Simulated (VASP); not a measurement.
Mg2BeS3: relaxation of cell and atoms with PBE

The system is Mg2BeS3.

```
CELL_PARAMETERS angstrom
3.52649 0.00000 0.00000
0.00000 4.39237 0.00000
0.00000 0.00000 7.62630
ATOMIC_POSITIONS crystal
Mg 0.00000 0.50000 0.02825
Mg 0.00000 0.00000 0.48492
Be 0.50000 0.50000 0.32491
S 0.50000 0.00000 0.83616
S 0.50000 0.00000 0.18152
S 0.50000 0.50000 0.64423
```

The cell was generated, and may not be a known phase.

```json
{
 "Program": "VASP 6.6.1",
 "Task": "relaxation of cell and atoms",
 "Functional": "PBE",
 "Potentials or basis": "VASP PAW PBE potentials, release 64 (Mg, Be, S)",
 "Cutoff": "600 eV",
 "k mesh": "6 × 4 × 2",
 "Occupations": "gaussian, width 0.1 eV",
 "Spin": "no spin polarisation",
 "Dipole correction": "no",
 "Further INCAR settings": "ALGO = Normal; EDIFF = 1e-07; IBRION = 2; EDIFFG = -0.04; NSW = 90; ISIF = 3"
}
```

```json
{
 "Relaxed volume": "23.66 Å³/atom",
 "Relaxed cell": "a = 3.540 Å, b = 3.543 Å, c = 11.321 Å, α = 90.00°, β = 90.00°, γ = 90.00°",
 "Space group after relaxing (to 0.1 Å)": "Pmm2 (No. 25)",
 "Energy gained by relaxing": "946.4 meV/atom",
 "Ionic steps": "37",
 "Pressure after relaxing": "0.0 GPa",
 "Largest force after relaxing": "0.040 eV/Å",
 "Band gap on the k mesh": "0.40 eV"
}
```

Forces in eV/Å, atoms in the order of the input:
```
Mg   0.000  0.000 -0.030
Mg   0.000  0.000  0.040
Be   0.000  0.000 -0.017
S    0.000  0.000  0.032
S    0.000  0.000  0.010
S    0.000  0.000 -0.036
```

Stress tensor (GPa, compression positive):
```
-0.01  0.00  0.00
 0.00 -0.17  0.00
 0.00  0.00  0.13
```

The path:
| step | energy change (eV) | largest force (eV/Å) | pressure (GPa) | volume (Å³) |
| --- | --- | --- | --- | --- |
| 1 | 0.0000 | 2.9848 | -7.13 | 118.13 |
| 2 | -1.2522 | 3.4483 | -1.40 | 103.72 |
| 3 | -1.5563 | 1.9277 | 9.79 | 91.29 |
| 4 | -1.6077 | 2.4604 | 5.47 | 94.98 |
| 5 | -2.3323 | 1.7729 | 8.69 | 94.30 |
| 6 | -2.3963 | 4.0819 | 12.62 | 93.72 |
| 7 | -2.7193 | 3.9452 | 11.81 | 95.16 |
| 8 | -3.4473 | 4.5020 | 11.89 | 99.23 |
| 9 | -3.0317 | 5.6565 | 18.98 | 106.30 |
| 10 | -3.5174 | 5.2544 | 15.14 | 102.93 |
| 11 | -4.3370 | 2.5337 | 8.62 | 109.17 |
| 12 | -4.8224 | 1.4600 | 2.77 | 117.49 |
| 13 | -4.7578 | 1.4525 | -3.71 | 135.02 |
| 14 | -4.9056 | 1.6789 | -1.19 | 126.32 |
| 15 | -4.9134 | 1.6888 | -0.36 | 124.10 |
| 16 | -4.9920 | 1.5175 | -0.39 | 124.58 |
| 17 | -5.1711 | 0.8329 | -0.49 | 126.00 |
| 18 | -5.1565 | 1.8030 | -0.70 | 128.74 |
| 19 | -5.2364 | 0.8349 | -0.60 | 127.25 |
| 20 | -5.2921 | 0.6539 | 0.30 | 126.60 |
| 21 | -5.3075 | 0.4834 | 1.11 | 126.02 |
| 22 | -5.3464 | 0.3929 | 0.50 | 127.79 |
| 23 | -5.3974 | 0.3811 | -1.09 | 133.05 |
| 24 | -5.4289 | 0.3992 | -1.02 | 133.29 |
| 25 | -5.5041 | 0.4648 | -0.79 | 133.98 |
| 26 | -5.5634 | 0.6392 | -0.29 | 135.26 |
| 27 | -5.6096 | 0.4928 | 0.47 | 134.89 |
| 28 | -5.6270 | 0.3151 | 1.29 | 134.49 |
| 29 | -5.6514 | 0.2286 | -0.31 | 138.71 |
| 30 | -5.6521 | 0.2275 | -0.10 | 138.11 |
| 31 | -5.6595 | 0.1852 | -0.04 | 138.45 |
| 32 | -5.6641 | 0.2335 | 0.05 | 138.97 |
| 33 | -5.6699 | 0.1549 | 0.06 | 139.33 |
| 34 | -5.6730 | 0.1301 | 0.09 | 139.82 |
| 35 | -5.6750 | 0.0866 | 0.09 | 140.25 |
| 36 | -5.6768 | 0.0958 | 0.10 | 141.07 |
| 37 | -5.6786 | 0.0399 | -0.02 | 141.98 |

Final structure:
```
Mg Be S
1.0
     3.54018    0.00000    0.00000
     0.00000    3.54262    0.00000
     0.00000    0.00000   11.32110
Mg Be S
2 1 3
Direct
  0.00000 0.50000 0.90686
  0.00000 0.00000 0.48649
  0.50000 0.50000 0.36956
  0.50000 0.00000 0.89815
  0.50000 0.00000 0.28909
  0.50000 0.50000 0.54985
```

Levels at points of the mesh, in eV from the valence-band top:
```csv
k point,band 10,band 11,band 12,band 13,band 14,band 15
"(0.00, 0.00, 0.00)",-0.99,-0.48,-0.47,1.82,3.03,3.08
"(0.50, 0.00, 0.00)",-1.23,-0.59,-0.10,1.94,3.80,4.53
"(0.00, 0.50, 0.00)",-0.77,-0.47,-0.09,3.32,4.32,4.42
"(0.50, 0.50, 0.00)",-2.88,-1.89,-0.03,0.40,1.48,2.45
"(0.00, 0.00, 0.50)",-0.99,-0.48,-0.47,1.97,2.98,3.08
"(0.50, 0.00, 0.50)",-1.23,-0.73,-0.10,1.86,4.13,4.53
"(0.00, 0.50, 0.50)",-0.71,-0.47,-0.09,3.59,4.05,4.21
"(0.50, 0.50, 0.50)",-2.90,-1.90,0.00,0.40,1.49,2.47
```

It took 46 min on 1 thread of Intel Xeon 8259CL, with other jobs on the host, peak memory 0.26 GiB.

Caveat: the volume moved by over 15 % at a fixed basis, so the end points are rough; semilocal functionals underestimate gaps, and a narrow one can read as zero. A k mesh can miss the band edges.
